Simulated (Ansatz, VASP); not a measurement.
## GaN: VASP beside Ansatz

File INCAR:

```
ALGO = Normal ; EDIFF = 1E-7
ENCUT = 520 ; GGA = PS
ISIF = 2 ; ISMEAR = 0
LASPH = T ; LCHARG = F
LREAL = F ; LWAVE = F
NBANDS = 16 ; NELM = 60
PREC = Accurate ; SIGMA = 0.01
```

The input KPOINTS:

```
k-points
0
Gamma
  8 8 8
```

POSCAR

```
GaN
1.0
    0.0000000000      2.2491336651      2.2491336651
    2.2491336651      0.0000000000      2.2491336651
    2.2491336651      2.2491336651      0.0000000000
Ga N
1 1
Direct
    0.0000000000      0.0000000000      0.0000000000
    0.2500000000      0.2500000000      0.2500000000
```

Input for Ansatz:

```yaml
crystal:
  lattice:
    - [0.0, 2.24913366513, 2.24913366513]
    - [2.24913366513, 0.0, 2.24913366513]
    - [2.24913366513, 2.24913366513, 0.0]
  atoms:
    - { symbol: Ga, position: [0.0, 0.0, 0.0] }
    - { symbol: "N", position: [0.25, 0.25, 0.25] }
kpoints:
  mp_grid: { grid: [8, 8, 8] }
scf:
  occupations: { method: fixed }
hamiltonian:
  xc: pbesol
  pseudopotentials: { kind: paw }
output:
  forces: true
  stress: true
  eigenvalues: true
  eigenstates:
    nscf_kmesh: { grid: [16, 16, 16] }
    de_dk: true
    e_range: [-9, 11.70167253505]
  optics:
    e_range: [0, 30]
    de: 0.2
    sigma: 0.15
    bands: { spectra_wanted_up_to: 30 }
    nscf_kmesh: { grid: [16, 16, 16] }
checkpoint:
  write: ck
  write_wavefunctions: false
```

Alike in both runs: task single point; functional PBEsol; k mesh 8 × 8 × 8; no spin polarisation.

|  | VASP | Ansatz |
| --- | --- | --- |
| version | VASP 6.6.1 | Ansatz 0.2.0 |
| potentials or method | VASP PAW PBE potentials, release 64 (Ga_d, N) | PAW with Ansatz's default frozen-core files, scalar-relativistic |
| plane-wave cutoff (eV) | 520 | 420 |
| occupations | gaussian, width 0.01 eV | fixed |
| valence electrons in the cell | 18 | 18 |

|  | VASP | Ansatz | Ansatz less VASP |
| --- | --- | --- | --- |
| gap on the k mesh at the Fermi level (eV) | 1.72 | 1.70 | -0.019 |
| pressure (GPa) | -0.3 | 0.0 | +0.22 |

VASP's potentials were made for PBE, not for PBEsol.
